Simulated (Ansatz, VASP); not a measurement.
**HgTe: VASP beside Ansatz**

File INCAR:

```
SYSTEM = HgTe
PREC = Accurate ; ENCUT = 520
EDIFF = 1E-6 ; ISMEAR = -1
SIGMA = 0.02 ; LREAL = .FALSE.
LASPH = .TRUE. ; NELM = 150
ALGO = Normal ; ISIF = 2
LWAVE = .FALSE. ; LCHARG = .FALSE.
LNONCOLLINEAR = .TRUE. ; MAGMOM = 0 0 0 0 0 0
LORBIT = 11 ; LSORBIT = .TRUE.
GGA_COMPAT = .FALSE. ; LORBMOM = .TRUE.
GGA = PE ; NBANDS = 30
```

The input KPOINTS:

```
regular mesh
0
G
  6 6 6
  0 0 0
```

Contents of POSCAR:

```
HgTe
1.0
    0.0000000000      3.3300000000      3.3300000000
    3.3300000000      0.0000000000      3.3300000000
    3.3300000000      3.3300000000      0.0000000000
Hg Te
1 1
Direct
    0.0000000000      0.0000000000      0.0000000000
    0.2500000000      0.2500000000      0.2500000000
```

Input for Ansatz:

```yaml
crystal:
  lattice:
    - [0, 3.33, 3.33]
    - [3.33, 0, 3.33]
    - [3.33, 3.33, 0]
  atoms:
    - { symbol: Hg, position: [0, 0, 0] }
    - { symbol: Te, position: [0.25, 0.25, 0.25] }
kpoints:
  mp_grid: { grid: [6, 6, 6] }
hamiltonian:
  xc: pbe
  pseudopotentials:
    kind: all_electron
    nuclear_model: point
    lapw: { basis_error: "0.25 meV" }
scf:
  occupations: { method: fermi_dirac, width: 0.02 }
  convergence: { dr2_threshold: "1e-9 eV" }
  max_iter: 300
output:
  forces: true
  stress: true
  eigenvalues: true
magnetization:
  noncollinear: true
  spin_orbit: true
```

Alike in both runs: task single point; functional PBE; k mesh 6 × 6 × 6; occupations fermi-dirac, width 0.02 eV; non-collinear spin, spin-orbit coupling.

```csv
,VASP,Ansatz
version,VASP 6.6.1,Ansatz 0.2.0 development build
potentials or method,"VASP PAW PBE potentials, release 64 (Hg, Te), cutoff 520 eV",all-electron LAPW
```

|  | VASP | Ansatz | Ansatz less VASP |
| --- | --- | --- | --- |
| net moment per atom (μB) | 0.00 | 0.00 | 0.000 |

Ansatz ran all-electron here, and VASP with PAW potentials.
